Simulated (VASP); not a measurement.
Wanted: the native input for a VASP 6.6.1 run.

- Task: single point
- Functional: PBEsol
- Dispersion: D4
- Potentials or basis: VASP PAW PBE potentials, release 64 (Ba_sv, S)
- Cutoff: 520 eV
- k mesh: 7 × 7 × 7
- Occupations: fermi-dirac, width 0.05 eV
- Spin: no spin polarisation
- Dipole correction: no
- Further INCAR settings: ALGO = Normal; EDIFF = 1e-06; NBANDS = 15

The structure of BaS lies in POSCAR:

```
BaS
1.0
    0.0000000000      3.1483693298      3.1483693298
    3.1483693298      0.0000000000      3.1483693298
    3.1483693298      3.1483693298      0.0000000000
Ba S
1 1
Direct
    0.0000000000      0.0000000000      0.0000000000
    0.5000000000      0.5000000000      0.5000000000
```

These files were run (other wordings do the same):

INCAR

```
SYSTEM = BaS
PREC = Accurate
ENCUT = 520
EDIFF = 1E-6
ISMEAR = -1
SIGMA = 0.05
LREAL = .False.
LASPH = .True.
NELM = 100
ALGO = Normal
ISIF = 2
LWAVE = .False.
LCHARG = .True.
GGA = PS
IVDW = 13
LELF = .True.
LVHAR = .True.
NBANDS = 15
```

KPOINTS

```
regular mesh
0
Gamma
  7 7 7
  0 0 0
```

Potentials or basis: VASP PAW PBE potentials, release 64 (Ba_sv, S).

Command:

```sh
$ cat potpaw_PBE.64/Ba_sv/POTCAR potpaw_PBE.64/S/POTCAR > POTCAR
$ mpirun -np 1 vasp_std > vasp.out
```

Results of the run:

- Pressure: 0.7 GPa
- Band gap on the k mesh: 1.96 eV, indirect (least direct gap 2.09 eV)
- Dispersion energy per atom: -0.149 eV

Caveat: the PAW data sets were made with another functional, which shifts forces and pressure a little; spin-orbit coupling is left out, which moves the levels of the heavy elements.

Wall time 21 s on 1 thread of Intel(R) Xeon(R) Platinum 8259CL CPU @ 2.50GHz (Skylake/Cascade Lake), with other jobs on the host, peak memory 0.2 GiB.
